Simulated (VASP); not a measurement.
# C in VASP: notebook

C is run at these levels: PBE+D3(BJ); tasks: single point.

All numbers are computed with VASP 6.6.1; they aren't measurements. Logs are shortened: lines on timing, memory, paths and dates and some standing lists are left out, and cuts for length are marked.

## Step 1: The cell of the first run

Symmetry: P6/mmm, No. 191, hexagonal system. Conventional cell: a = 2.506 Å, b = 2.506 Å, c = 3.632 Å, α = 90.00°, β = 90.00°, γ = 120.00°. C (site symmetry -6m2) has 3 C at 1.45 Å within 1.9 Å.

## Step 2: Single point, PBE+D3(BJ)

Contents of INCAR:

```
SYSTEM = C
  PREC = Accurate
  ENCUT = 520
  EDIFF = 1E-7
  ISMEAR = 0
  SIGMA = 0.15
  LREAL = .FALSE.
  LASPH = .TRUE.
  NELM = 100
  ALGO = Normal
  ISIF = 2
  LWAVE = .FALSE.
  LCHARG = .FALSE.
  GGA = PE
  IVDW = 12
  NBANDS = 11
```

Contents of KPOINTS:

```
Automatic mesh
0
G
  21 21 12
  0 0 0
```

Contents of POSCAR:

```
C
1.0
    2.5058198767      0.0000000000      0.0000000000
   -1.2529099384      2.1701036705      0.0000000000
    0.0000000000      0.0000000000      3.6316216684
C
2
Direct
    0.3333333333      0.6666666667      0.0000000000
    0.6666666667      0.3333333333      0.0000000000
```

Potentials or basis: VASP PAW PBE potentials, release 64 (C).

Command:

```bash
$ cat potpaw_PBE.64/C/POTCAR > POTCAR
$ mpirun -np 1 vasp_std > vasp.out
```

OUTCAR:

```text
SYSTEM = C
   PREC = Accurate
   ENCUT = 520
   EDIFF = 1E-7
   ISMEAR = 0
   LREAL = .FALSE.
   LASPH = .TRUE.
   NELM = 100
   ISIF = 2
   GGA = PE
   IVDW = 12
 IVDW          = 12

 ion  position               nearest neighbor table
   1  0.333  0.667  0.000-   2 1.45   2 1.45   2 1.45
   2  0.667  0.333  0.000-   1 1.45   1 1.45   1 1.45

  LATTYP: Found a hexagonal cell.
 ALAT       =     2.5058198767
 C/A-ratio  =     1.4492748270

  Lattice vectors:

 A1 = (   2.5058198767,   0.0000000000,   0.0000000000)
 A2 = (  -1.2529099384,   2.1701036705,   0.0000000000)
 A3 = (   0.0000000000,   0.0000000000,   3.6316216684)

Analysis of symmetry for initial positions (statically):
=====================================================================
 Subroutine PRICEL returns:
 Original cell was already a primitive cell.

 Routine SETGRP: Setting up the symmetry group for a
 hexagonal supercell.

 Subroutine GETGRP returns: Found 24 space group operations
 (whereof 24 operations were pure point group operations)
 out of a pool of 24 trial point group operations.

The static configuration has the point symmetry D_6h.

Analysis of symmetry for dynamics (positions and initial velocities):
=====================================================================
 Subroutine PRICEL returns:
 Original cell was already a primitive cell.

 Routine SETGRP: Setting up the symmetry group for a
 hexagonal supercell.

 Subroutine GETGRP returns: Found 24 space group operations
 (whereof 24 operations were pure point group operations)
 out of a pool of 24 trial point group operations.

The dynamic configuration has the point symmetry D_6h.

 Subroutine INISYM returns: Found 24 space group operations
 (whereof 24 operations are pure point group operations),
 and found     1 'primitive' translations

----------------------------------------------------------------------------------------

                                     Primitive cell

  volume of cell :      19.7484

  direct lattice vectors                    reciprocal lattice vectors
     2.505819877  0.000000000  0.000000000     0.399070982  0.230403739  0.000000000
    -1.252909938  2.170103671  0.000000000     0.000000000  0.460807478  0.000000000
     0.000000000  0.000000000  3.631621668     0.000000000  0.000000000  0.275359080

  length of vectors
[... 89 lines left out ...]
   ISYM   =      2    0-nonsym 1-usesym 2-fastsym
   POTIM  = 0.5000    time-step for ionic-motion
   TEBEG  =    0.0;   TEEND  =   0.0 temperature during run
   PSTRESS=    0.0 pullay stress
   NELECT =       8.0000    total number of electrons
   NUPDOWN=      -1.0000    fix difference up-down
   EMIN   =  10.00;   EMAX   =-10.00  energy-range for DOS
   EFERMI =   0.00;   METHOD = LEGACY
   ISMEAR =     0;   SIGMA  =   0.15  broadening in eV -4-tet -1-fermi 0-gaus
   EFERMI_NEDOS =   21; number of points for ismear=-14 and -15
   IALGO  =     38    algorithm
   IMIX   =      4    mixing-type and parameters
     AMIX     =   0.40;   BMIX     =  1.00
     AMIX_MAG =   1.60;   BMIX_MAG =  1.00
  volume/ion in A,a.u.               =       9.87        66.63
  Fermi-wavevector in a.u.,A,eV,Ry     =   1.211326  2.289075 19.963987  1.467312
  Thomas-Fermi vector in A             =   2.346845
   LORBIT       =      0    0 simple, 1 ext, 2 COOP (PROOUT), +10 PAW based schemes
   GGA     = PE    functional components
   LHFCALC =     F    Hartree Fock is set to
   AEXX    =    0.0000 exact exchange contribution
   IVDW    =    12    specifies the selected vdW correction
   LEPSILON=     F    determine dielectric tensor
   LRPA    =     F    only Hartree local field effects (RPA)
 non-spin polarized calculation
 Gauss-broadening in eV      SIGMA  =   0.15
  energy-cutoff  :      520.00
  volume of cell :       19.75
 maximum number of plane-waves:       553
 NGX is ok and might be reduce to    20
   NGX =  9   NGY =  9   NGZ = 13

 number of electron       8.0000000 magnetization

 Free energy of the ion-electron system (eV)
  ---------------------------------------------------
  ext. energy  EPLUGINS =         0.00000000
  ---------------------------------------------------
  free energy    TOTEN  =       -18.40165525 eV

  energy without entropy =      -18.40148074  energy(sigma->0) =      -18.40156800

 E-fermi :   3.7404     XC(G=0):  -9.6742

 val. band max:        3.7379637136   @ k =   0.3333   0.3333   0.2500
 cond. band min:       3.9547089959   @ k =   0.3333   0.3333   0.1667
 fundamental gap:      0.2167452823
 Fermi energy:         3.7404430359

 k-point     1 :       0.0000    0.0000    0.0000
  band No.  band energies     occupation
      1     -15.4638      2.00000
      2      -2.8500      2.00000
      3       0.6928      2.00000
      4       0.6928      2.00000
      5       7.6589      0.00000
      6      11.7298      0.00000
      7      11.7298      0.00000
      8      14.7217      0.00000
      9      15.0757      0.00000
     10      25.3649      0.00000
     11      26.5620      0.00000
[... 309 lines left out ...]
 k-point    24 :       0.1905    0.0952    0.0000
  band No.  band energies     occupation
      1     -14.0104      2.00000
      2      -3.3772      2.00000
      3      -1.6815      2.00000
      4      -1.2134      2.00000
      5       9.4829      0.00000
      6      10.9829      0.00000
      7      12.2125      0.00000
      8      15.0294      0.00000
      9      18.7086      0.00000
     10      23.2236      0.00000
     11      25.7864      0.00000

 [... further k-points ...]

------------------------ aborting loop because EDIFF is reached ----------------------------------------

 Edisp (eV)   -0.28103

 E8    (eV) :    -0.0788

  FORCE on cell =-STRESS in cart. coord.  units (eV):
  Direction    XX          YY          ZZ          XY          YZ          ZX
  --------------------------------------------------------------------------------------
  -------------------------------------------------------------------------------------
  Total      -2.19100    -2.19100    -0.04253     0.00000     0.00000    -0.00000
  in kB    -177.75499  -177.75499    -3.45010     0.00000     0.00000    -0.00000
  external pressure =     -119.65 kB  Pullay stress =        0.00 kB

 VOLUME and BASIS-vectors are now :
 -----------------------------------------------------------------------------
  energy-cutoff  :      520.00
  volume of cell :       19.75
      direct lattice vectors                 reciprocal lattice vectors
     2.505819877  0.000000000  0.000000000     0.399070982  0.230403739  0.000000000
    -1.252909938  2.170103671  0.000000000     0.000000000  0.460807478  0.000000000
     0.000000000  0.000000000  3.631621668     0.000000000  0.000000000  0.275359080

 POSITION                                       TOTAL-FORCE (eV/Angst)
 -----------------------------------------------------------------------------------
     -0.00000      1.44674      0.00000         0.000000      0.000000      0.000000
      1.25291      0.72337      0.00000        -0.000000      0.000000      0.000000
 -----------------------------------------------------------------------------------
    total drift:                                0.000000     -0.000000     -0.000000

  FREE ENERGIE OF THE ION-ELECTRON SYSTEM (eV)
  ---------------------------------------------------
  free  energy   TOTEN  =       -18.6826838952 eV

  energy  without entropy=      -18.6825093918  energy(sigma->0) =      -18.68259664
```

OSZICAR:

```text
N       E                     dE             d eps       ncg     rms          rms(c)
DAV:   1     0.646420104790E+01    0.64642E+01   -0.43531E+03  7579   0.651E+02
DAV:   2    -0.187965811252E+02   -0.25261E+02   -0.23765E+02  9780   0.130E+02
DAV:   3    -0.194384063750E+02   -0.64183E+00   -0.64005E+00  9385   0.172E+01
DAV:   4    -0.194410635809E+02   -0.26572E-02   -0.26569E-02  8653   0.135E+00
DAV:   5    -0.194410745354E+02   -0.10954E-04   -0.10955E-04  9203   0.804E-02    0.593E+00
DAV:   6    -0.186544486712E+02    0.78663E+00   -0.61340E-01  8328   0.464E+00    0.346E+00
DAV:   7    -0.183975334922E+02    0.25692E+00   -0.74546E-01  8495   0.513E+00    0.935E-01
DAV:   8    -0.184018028696E+02   -0.42694E-02   -0.20093E-02  7910   0.893E-01    0.119E-01
DAV:   9    -0.184015476831E+02    0.25519E-03   -0.59057E-04  8854   0.154E-01    0.561E-02
DAV:  10    -0.184016542111E+02   -0.10653E-03   -0.19419E-04  7923   0.926E-02    0.282E-02
DAV:  11    -0.184016547015E+02   -0.49034E-06   -0.93366E-06  8755   0.179E-02    0.451E-03
DAV:  12    -0.184016552572E+02   -0.55570E-06   -0.76343E-07  8076   0.634E-03    0.576E-04
DAV:  13    -0.184016552472E+02    0.10006E-07   -0.31524E-08  8671   0.119E-03
   1 F= -.18682684E+02 E0= -.18682597E+02  d E =-.174503E-03
```

It took 26 s on 1 thread of Intel Xeon 6975P-C (Granite Rapids), shared host; peak memory 0.18 GiB.

Results:

* Free energy: -18.6827 eV
* Pressure: -12.0 GPa
* Band gap on the k mesh: zero (band 4 reaches 4.18 eV, above the bottom of band 5 at 3.34 eV)
* Dispersion energy per atom: -0.141 eV

Stress tensor (GPa, compression positive):
```
-17.78   0.00   0.00
  0.00 -17.78   0.00
  0.00   0.00  -0.35
```

Levels at points of the mesh, in eV from the Fermi level:
```tsv
k point	band 1	band 2	band 3	band 4	band 5	band 6	band 7	band 8	band 9
(0.00, 0.00, 0.00)	-19.20	-6.59	-3.05	-3.05	3.92	7.99	7.99	10.98	11.34
(0.00, 0.00, 0.50)	-19.04	-7.91	-3.03	-3.03	8.04	8.04	9.02	10.75	11.55
```

## Step 3: Single point, PBE+D3(BJ)

This run uses another cell than the first one, of 10.12 Å³/atom, 1.025 times its volume.

Contents of INCAR:

```
SYSTEM = C
  ALGO = Normal
  EDIFF = 1E-6
  ENCUT = 520
  GGA = PE
  ISIF = 2
  ISMEAR = 0
  IVDW = 12
  LASPH = .True.
  LCHARG = .False.
  LREAL = .False.
  LWAVE = .False.
  NBANDS = 11
  NELM = 80
  PREC = Accurate
  SIGMA = 0.15
```

Contents of KPOINTS:

```
k-points
0
Gamma
  21 21 12
  0 0 0
```

Contents of POSCAR:

```
C
1.0
    2.5262765552      0.0000000000      0.0000000000
   -1.2631382776      2.1878196737      0.0000000000
    0.0000000000      0.0000000000      3.6612690175
C
2
Direct
    0.3333333333      0.6666666667      0.0000000000
    0.6666666667      0.3333333333      0.0000000000
```

Potentials or basis: VASP PAW PBE potentials, release 64 (C).

Command:

```bash
$ cat potpaw_PBE.64/C/POTCAR > POTCAR
$ mpirun -np 1 vasp_std > vasp.out
```

Run time: 22 s. Hardware: 1 thread of Intel Xeon 6975P-C (Granite Rapids), shared host; peak memory 0.18 GiB.

Results (log left out):

- Free energy: -18.6385 eV
- Pressure: -17.2 GPa
- Band gap on the k mesh: zero (band 4 reaches 3.96 eV, above the bottom of band 5 at 3.15 eV)
- Dispersion energy per atom: -0.138 eV

Stress tensor (GPa, compression positive):
```
-25.55   0.00   0.00
  0.00 -25.55   0.00
  0.00   0.00  -0.45
```

Levels at points of the mesh, in eV from the Fermi level:
| k point | band 1 | band 2 | band 3 | band 4 | band 5 | band 6 | band 7 | band 8 | band 9 |
| --- | --- | --- | --- | --- | --- | --- | --- | --- | --- |
| (0.00, 0.00, 0.00) | -19.01 | -6.46 | -3.05 | -3.05 | 3.96 | 7.84 | 7.84 | 10.69 | 10.82 |
| (0.00, 0.00, 0.50) | -18.85 | -7.74 | -3.04 | -3.04 | 7.89 | 7.89 | 8.94 | 10.48 | 11.01 |

(Continued in part 2 of 2.)
